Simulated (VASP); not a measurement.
Crystal: Cd.

```xyz
2
Lattice="2.8819 0.0000 0.0000 -1.4409 2.4958 0.0000 0.0000 0.0000 5.6384" Properties=species:S:1:pos:R:3 pbc="T T T"
Cd    0.0000    1.6638    1.4096
Cd    1.4409    0.8319    4.2288
```

Base run:

- Program: VASP 6.6.1
- Functional: LDA
- Potentials or basis: VASP PAW LDA potentials, release 64 (Cd_sv_GW)
- Cutoff: 630 eV
- k mesh: 8 × 8 × 4
- Occupations: fermi-dirac, width 0.1 eV
- Spin: no spin polarisation

Its results: band gap on the k mesh zero (bands 20 and 21 overlap by 4.16 eV); pressure 0.4 GPa.

The run is repeated on the same cell with these changes: k mesh from 8 × 8 × 4 to 6 × 6 × 3. What comes out?

Band gap on the k mesh zero (bands 20 and 21 overlap by 4.23 eV); pressure -0.1 GPa.

Caveats: some runs use coarse meshes.
